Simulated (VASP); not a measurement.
InPd, 2 atoms in the cell. Symmetry: Pm-3m, No. 221, cubic system. Conventional cell: a = 3.315 Å, b = 3.315 Å, c = 3.315 Å, α = 90.00°, β = 90.00°, γ = 90.00°. Within 3.8 Å of In (site symmetry m-3m) lie 8 Pd at 2.87 Å and 6 In at 3.31 Å. Pd (site symmetry m-3m) has 8 In at 2.87 Å and 6 Pd at 3.31 Å within 3.8 Å. 

- Program: VASP 6.6.1
- Task: single point
- Functional: LDA
- Potentials or basis: VASP PAW LDA potentials, release 64 (In_d, Pd)
- Cutoff: 520 eV
- k mesh: 9 × 9 × 9
- Occupations: methfessel-paxton, width 0.15 eV
- Spin: no spin polarisation
- Dipole correction: no
- Further INCAR settings: ALGO = Normal; EDIFF = 1e-07; NBANDS = 18

Potentials or basis: VASP PAW LDA potentials, release 64 (In_d, Pd).

Run with:

```sh
$ cat potpaw_LDA.64/In_d/POTCAR potpaw_LDA.64/Pd/POTCAR > POTCAR
$ mpirun -np 1 vasp_std > vasp.out
```

Hardware: 1 thread of Intel Xeon 6975P-C, on a shared host.

Q: Estimate the wall time of this run.

A: It took 17 s on 1 thread of Intel Xeon 6975P-C, with other jobs on the host, peak memory 0.15 GiB. Counts: scf iterations 12, k points 35.
